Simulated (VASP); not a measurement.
**Al3GaAs4: relaxation of cell and atoms with PBE**

Crystal: Al3GaAs4.

```
CELL_PARAMETERS angstrom
5.72970 0.00000 0.00000
0.00000 5.72970 0.00000
0.00000 0.00000 5.72970
ATOMIC_POSITIONS crystal
Al 0.50000 0.00000 0.00000
Al 0.00000 0.00000 0.50000
Al 0.00000 0.50000 0.00000
Ga 0.50000 0.50000 0.50000
As 0.75088 0.24912 0.75088
As 0.75088 0.75088 0.24912
As 0.24912 0.24912 0.24912
As 0.24912 0.75088 0.75088
```

```yaml
Program: VASP 6.6.1
Task: relaxation of cell and atoms
Functional: PBE
Potentials_or_basis: VASP PAW PBE potentials, release 64 (Al, Ga_d, As)
Cutoff: 600 eV
k_mesh: 6 × 6 × 6
Occupations: gaussian, width 0.02 eV
Spin: no spin polarisation
Dipole_correction: no
Further_INCAR_settings: ALGO = Normal; EDIFF = 1e-06; IBRION = 2; EDIFFG = -0.01; NSW = 100; ISIF = 3
```

```json
{"Relaxed volume": "23.61 Å³/atom", "Relaxed cell": "a = 5.737 Å, b = 5.737 Å, c = 5.737 Å, α = 90.00°, β = 90.00°, γ = 90.00°", "Space group after relaxing (to 0.1 Å)": "P-43m (No. 215)", "Energy gained by relaxing": "0.1 meV/atom", "Ionic steps": "3", "Pressure after relaxing": "0.0 GPa", "Largest force after relaxing": "0.003 eV/Å", "Band gap on the k mesh": "1.02 eV (least direct gap 1.15 eV)"}
```

Forces on the atoms (eV/Å):
```
Al   0.000  0.000  0.000
Al   0.000  0.000  0.000
Al   0.000  0.000  0.000
Ga   0.000  0.000  0.000
As   0.002 -0.002  0.002
As   0.002  0.002 -0.002
As  -0.002 -0.002 -0.002
As  -0.002  0.002  0.002
```

The path:
| step | energy change (eV) | largest force (eV/Å) | pressure (GPa) | volume (Å³) |
| --- | --- | --- | --- | --- |
| 1 | 0.0000 | 0.0037 | 0.29 | 188.10 |
| 2 | -0.0005 | 0.0032 | -0.09 | 189.25 |
| 3 | -0.0006 | 0.0034 | 0.00 | 188.86 |

Final structure:
```
Al Ga As
1.0
     5.73734    0.00000    0.00000
     0.00000    5.73734    0.00000
     0.00000    0.00000    5.73734
Al Ga As
3 1 4
Cartesian
  2.8687 0.0000 0.0000
  0.0000 0.0000 2.8687
  0.0000 2.8687 0.0000
  2.8687 2.8687 2.8687
  4.3081 1.4292 4.3081
  4.3081 4.3081 1.4292
  1.4292 1.4292 1.4292
  1.4292 4.3081 4.3081
```

Levels at points of the mesh, in eV from the valence-band top:
```
           k point  band 17  band 18  band 19  band 20  band 21  band 22  band 23  band 24  band 25  band 26
(0.00, 0.00, 0.00)    -2.18    -2.18     0.00     0.00     0.00     1.15     1.54     1.54     1.54     1.90
(0.50, 0.00, 0.00)    -2.79    -1.39    -1.39    -1.30    -1.30     2.30     2.54     3.44     3.59     4.40
(0.50, 0.50, 0.00)    -2.81    -0.99    -0.90    -0.90    -0.90     2.80     3.23     3.23     3.37     5.54
(0.50, 0.50, 0.50)    -0.87    -0.87    -0.79    -0.79    -0.79     1.02     1.97     1.97     1.97     4.56
```

Run time: 3.2 min on 1 thread of AMD EPYC 7R43 64-Core Processor (Zen 3), with other jobs on the host, peak memory 0.38 GiB.

A k mesh can miss the band edges.
